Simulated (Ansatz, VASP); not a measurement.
TeRu in VASP and in Ansatz

File INCAR:

```
SYSTEM = TeRu
PREC = Accurate ; ENCUT = 520
EDIFF = 1E-7 ; ISMEAR = 0
SIGMA = 0.05 ; LREAL = .FALSE.
LASPH = .TRUE. ; NELM = 60
ALGO = Normal ; ISIF = 2
LWAVE = .FALSE. ; LCHARG = .TRUE.
GGA = PS ; LELF = .TRUE.
LVHAR = .TRUE. ; NBANDS = 17
```

File KPOINTS:

```
Automatic mesh
0
G
  8 8 8
  0 0 0
```

File POSCAR:

```
TeRu
1.0
    0.0000000000      2.9453423560      2.9453423560
    2.9453423560      0.0000000000      2.9453423560
    2.9453423560      2.9453423560      0.0000000000
Ru Te
1 1
Direct
    0.0000000000      0.0000000000      0.0000000000
    0.2500000000      0.2500000000      0.2500000000
```

Input for Ansatz:

```yaml
crystal:
  lattice:
    - [0.0, 2.945342356, 2.945342356]
    - [2.945342356, 0.0, 2.945342356]
    - [2.945342356, 2.945342356, 0.0]
  atoms:
    - { symbol: Ru, position: [0.0, 0.0, 0.0] }
    - { symbol: Te, position: [0.25, 0.25, 0.25] }
basis:
  ecutwfc: 420
  ecutrho_ratio: 4
kpoints:
  mp_grid: { grid: [8, 8, 8] }
hamiltonian:
  xc: pbesol
scf:
  occupations: { method: gaussian, width: 0.05 }
output:
  forces: true
  stress: true
  eigenvalues: true
```

Alike in both runs: task single point; functional PBEsol; k mesh 8 × 8 × 8; occupations gaussian, width 0.05 eV; no spin polarisation.

|  | VASP | Ansatz |
| --- | --- | --- |
| version | VASP 6.6.1 | Ansatz 0.2.0 |
| potentials or method | VASP PAW PBE potentials, release 64 (Ru_pv, Te), cutoff 520 eV | scalar-relativistic, plane waves, PAW |
| valence electrons in the cell | 20 | 32 |

|  | VASP | Ansatz | Ansatz less VASP |
| --- | --- | --- | --- |
| gap on the k mesh at the Fermi level (eV) | none | none | - |
| pressure (GPa) | -4.0 | -3.9 | +0.07 |

VASP's potentials were made for PBE, not for PBEsol. A gap of «none» marks a metal or a gap that the smearing closes. VASP's potentials hold 20 valence electrons a cell and Ansatz's 32, so a difference there can come from the potentials and not from the codes.

Neither program's run includes spin-orbit coupling.
